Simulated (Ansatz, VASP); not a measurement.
**GaB in VASP and in Ansatz**

```
Ga B
1.0
     2.71824    0.00000    0.00000
     0.00000    2.71824    0.00000
     0.00000    0.00000    3.23621
Ga B
1 1
Cartesian
  1.3591 1.3591 1.6181
  0.0000 0.0000 0.0000
```

Alike in both runs: functional r2SCAN; k mesh 6 × 6 × 5; occupations fermi-dirac, width 0.05 eV; no spin polarisation.

|  | VASP | Ansatz |
| --- | --- | --- |
| version | VASP 6.6.1 | Ansatz 0.2.0 |
| potentials or method | VASP PAW PBE potentials, release 64 (Ga_d, B) | Ansatz PAW |
| plane-wave cutoff (eV) | 520 | 500 |
| valence electrons in the cell | 16 | 16 |
| task | single point | band structure |

```tsv
	VASP	Ansatz	Ansatz less VASP
gap on the k mesh at the Fermi level (eV)	none	none	-
pressure (GPa)	-2.8	-2.9	-0.10
traceless stress, the component that is largest in VASP (GPa)	-1.43	-1.29	+0.137
```

VASP's potentials were made for PBE, not for r2SCAN. A gap of «none» marks a metal or a gap that the smearing closes.

The k mesh is coarse, so the values compare programs but aren't converged.
